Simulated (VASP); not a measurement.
Set up this calculation in VASP 6.6.1, as the native input.

- Task: relaxation of cell and atoms
- Functional: PBE
- Potentials or basis: VASP PAW PBE potentials, release 64 (Rb_sv, O)
- Cutoff: 600 eV
- k mesh: 8 × 8 × 8
- Occupations: gaussian, width 0.1 eV
- Spin: no spin polarisation
- Dipole correction: no
- Further INCAR settings: ALGO = Normal; EDIFF = 1e-06; IBRION = 2; EDIFFG = -0.01; NSW = 100; ISIF = 3

The structure of Rb4O lies in POSCAR:

```
Rb4O
1.0
   -3.5673991500      3.5673991500      3.5673991500
    3.5673991500     -3.5673991500      3.5673991500
    3.5673991500      3.5673991500     -3.5673991500
Rb O
4 1
Direct
    0.0000000000      0.0000000000      0.5000000000
    0.5000000000      0.0000000000      0.0000000000
    0.0000000000      0.5000000000      0.0000000000
    0.5000000000      0.5000000000      0.5000000000
    0.0000000000      0.0000000000      0.0000000000
```

The cell was generated, and may not be a known phase.

One way to write it, as run:

INCAR

```
PREC     = Accurate       # precision mode
ENCUT    = 600            # plane-wave cutoff, eV
EDIFF    = 1E-6           # SCF threshold, eV
ISMEAR   = 0              # smearing method
SIGMA    = 0.1            # smearing width, eV
LREAL    = False          # projectors in reciprocal space
LASPH    = True           # aspherical terms in the spheres
NELM     = 80             # most SCF steps
ALGO     = Normal         # electronic algorithm
ISIF     = 3              # what is computed and relaxed
LWAVE    = False          # write WAVECAR
LCHARG   = False          # write CHGCAR
GGA      = PE             # functional
IBRION   = 2              # ionic algorithm
NSW      = 100            # ionic steps
EDIFFG   = -0.01          # ionic threshold
```

KPOINTS

```
regular mesh
0
Gamma
  8 8 8
```

Potentials or basis: VASP PAW PBE potentials, release 64 (Rb_sv, O).

The run is started by

```console
$ cat potpaw_PBE.64/Rb_sv/POTCAR potpaw_PBE.64/O/POTCAR > POTCAR
$ mpirun -np 1 vasp_std > vasp.out
```

Results of the run:

* Relaxed volume: 44.00 Å³/atom
* Relaxed cell: a = 6.587 Å, b = 6.587 Å, c = 6.587 Å, α = 109.47°, β = 109.47°, γ = 109.47°
* Space group after relaxing (to 0.1 Å): Im-3m (No. 229)
* Energy gained by relaxing: 46.4 meV/atom
* Ionic steps: 4
* Pressure after relaxing: 0.0 GPa
* Band gap on the k mesh: zero (bands 21 and 22 overlap by 0.93 eV)

Caveat: the volume moved by over 15 % at a fixed basis, so the end points are rough.

It took 4.4 min on 1 thread of Intel(R) Xeon(R) 6975P-C (Granite Rapids), with other jobs on the host, peak memory 0.44 GiB.
